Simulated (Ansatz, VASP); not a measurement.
## Two plane-wave programs on Au

Contents of INCAR:

```
SYSTEM = Au
PREC = Accurate ; ENCUT = 520
EDIFF = 1E-6 ; ISMEAR = -1
SIGMA = 0.1 ; LREAL = .False.
LASPH = .True. ; NELM = 60
ALGO = Normal ; ISIF = 2
LWAVE = .False. ; LCHARG = .True.
LELF = .True. ; LVHAR = .True.
NBANDS = 18
```

The input KPOINTS:

```
Automatic mesh
0
Gamma
  10 10 10
  0 0 0
```

File POSCAR:

```
Au
1.0
    0.0000000000      2.9764863653      2.9764863653
    2.9764863653      0.0000000000      2.9764863653
    2.9764863653      2.9764863653      0.0000000000
Au
2
Direct
    0.1250000000      0.1250000000      0.1250000000
    0.8750000000      0.8750000000      0.8750000000
```

Input for Ansatz:

```yaml
crystal:
  lattice:
    - [0.0, 2.9764863653, 2.9764863653]
    - [2.9764863653, 0.0, 2.9764863653]
    - [2.9764863653, 2.9764863653, 0.0]
  atoms:
    - { symbol: Au, position: [0.125, 0.125, 0.125] }
    - { symbol: Au, position: [0.875, 0.875, 0.875] }
hamiltonian:
  xc: lda
  pseudopotentials:
    kind: paw
    azcp:
      Au: "pseudopotentials/Au.paw.azcp"
basis:
  ecutwfc: 420
  fft_grid_basis: typed
kpoints:
  mp_grid: { grid: [10, 10, 10], shift: [0, 0, 0] }
magnetization:
  spin_polarized: false
scf:
  occupations: { method: fermi_dirac, width: 0.1 }
  lower_state_search: "off"
output:
  stress: true
  write_density: true
  write_potential: true
  elf: true
  volumetric_format: npy
```

Alike in both runs: task single point; functional LDA; k mesh 10 × 10 × 10; occupations fermi-dirac, width 0.1 eV; no spin polarisation.

|  | VASP | Ansatz |
| --- | --- | --- |
| version | VASP 6.6.1 | Ansatz 0.2.0 |
| potentials or method | VASP PAW LDA potentials, release 64 (Au), cutoff 520 eV | plane waves (420 eV) with PAW, scalar-relativistic |
| valence electrons in the cell | 22 | 38 |

|  | VASP | Ansatz | Ansatz less VASP |
| --- | --- | --- | --- |
| pressure (GPa) | 0.2 | 0.0 | -0.26 |

Ansatz warns that its potentials were made for another functional, while VASP's fit it. LDA's correlation is that of Perdew and Zunger in VASP and of Perdew and Wang (1992) in Ansatz. VASP's potentials hold 22 valence electrons a cell and Ansatz's 38, so a difference there can come from the potentials and not from the codes.

Spin-orbit coupling is off throughout.
